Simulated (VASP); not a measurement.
# Sb: single point with PBE-based screened hybrid with 20 % exact exchange

Sb:

```
Sb
1.0
     2.15420    1.24373    3.75800
    -2.15420    1.24373    3.75800
     0.00000   -2.48746    3.75800
Sb
2
Direct
  0.76651 0.76651 0.76651
  0.23349 0.23349 0.23349
```

```
Program             : VASP 6.6.1
Task                : single point
Functional          : PBE-based screened hybrid with 20 % exact exchange
Potentials or basis : VASP PAW PBE potentials, release 64 (Sb)
Cutoff              : 520 eV
k mesh              : 4 × 4 × 4
Occupations         : fermi-dirac, width 0.05 eV
Spin                : no spin polarisation
```

The pressure is 0.5 GPa. The largest force is 0.318 eV/Å.

Forces on the atoms (eV/Å):
```
Sb   0.000  0.000  0.318
Sb   0.000  0.000 -0.318
```

Stress tensor (GPa, compression positive):
```
 0.72  0.00  0.00
 0.00  0.72  0.00
 0.00  0.00 -0.03
```

Levels at points of the mesh, in eV from the Fermi level:
| k point | band 3 | band 4 | band 5 | band 6 | band 7 | band 8 |
| --- | --- | --- | --- | --- | --- | --- |
| (0.00, 0.00, 0.00) | -2.15 | -1.86 | -1.86 | 2.58 | 3.28 | 3.28 |
| (0.50, 0.00, 0.00) | -2.02 | -1.88 | -0.18 | 0.16 | 0.57 | 0.86 |
| (0.50, 0.50, 0.00) | -5.81 | -4.00 | -3.88 | 1.96 | 5.70 | 6.29 |
| (0.50, 0.50, 0.50) | -1.34 | -1.34 | -0.15 | 0.45 | 0.45 | 1.44 |

Wall time 12 min on 1 thread of AMD EPYC 7R13 Processor (Zen 3), with other jobs on the host, peak memory 0.28 GiB.

Caveat: the k points lie up to 0.44 Å⁻¹ apart; the PAW data sets were made with another functional, which shifts forces and pressure a little; spin-orbit coupling is left out, which moves the levels of the heavy elements.
